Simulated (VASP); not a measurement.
## SnSe2: single point with PBE

The system is SnSe2.

```
Sn Se
1.0
     3.81100    0.00000    0.00000
    -1.90550    3.30042    0.00000
     0.00000    0.00000    6.13600
Sn Se
1 2
Direct
  0.00000 0.00000 0.00000
  0.33333 0.66667 0.24900
  0.66667 0.33333 0.75100
```

```yaml
Program: VASP 6.6.1
Task: single point
Functional: PBE
Potentials_or_basis: VASP PAW PBE potentials, release 64 (Sn_d, Se)
Cutoff: 520 eV
k_mesh: 6 × 6 × 4
Occupations: gaussian, width 0.01 eV
Spin: no spin polarisation
Dipole_correction: no
Further_INCAR_settings: ALGO = Normal; EDIFF = 1e-06; NBANDS = 20
```

```json
{
  "Pressure": "5.7 GPa",
  "Largest force": "0.796 eV/Å",
  "Band gap on the k mesh": "0.82 eV, indirect (least direct gap 1.09 eV)"
}
```

Forces on the atoms (eV/Å):
```
Sn   0.000  0.000  0.000
Se   0.000  0.000  0.796
Se   0.000  0.000 -0.796
```

Stress tensor (GPa, compression positive):
```
5.21 0.00 0.00
0.00 5.21 0.00
0.00 0.00 6.57
```

Levels at points of the mesh, in eV from the valence-band top:
```
           k point  band 11  band 12  band 13  band 14  band 15  band 16
(0.00, 0.00, 0.00)    -0.39    -0.39     0.00     1.09     2.95     4.64
(0.50, 0.00, 0.00)    -2.68    -1.19    -0.30     1.16     3.80     5.45
(0.00, 0.00, 0.50)    -0.79    -0.24    -0.24     2.45     2.92     4.37
(0.50, 0.00, 0.50)    -1.99    -0.83    -0.69     0.87     4.26     4.85
```

Wall time 28 s on 1 thread of Intel(R) Xeon(R) Platinum 8488C (Sapphire Rapids) (shared host), peak memory 0.19 GiB.

Caveat: spin-orbit coupling is left out, which moves the levels of the heavy elements; this functional lacks dispersion, which binds the layers, so the pressure and a relaxed spacing across them are unreliable. A k mesh can miss the band edges.
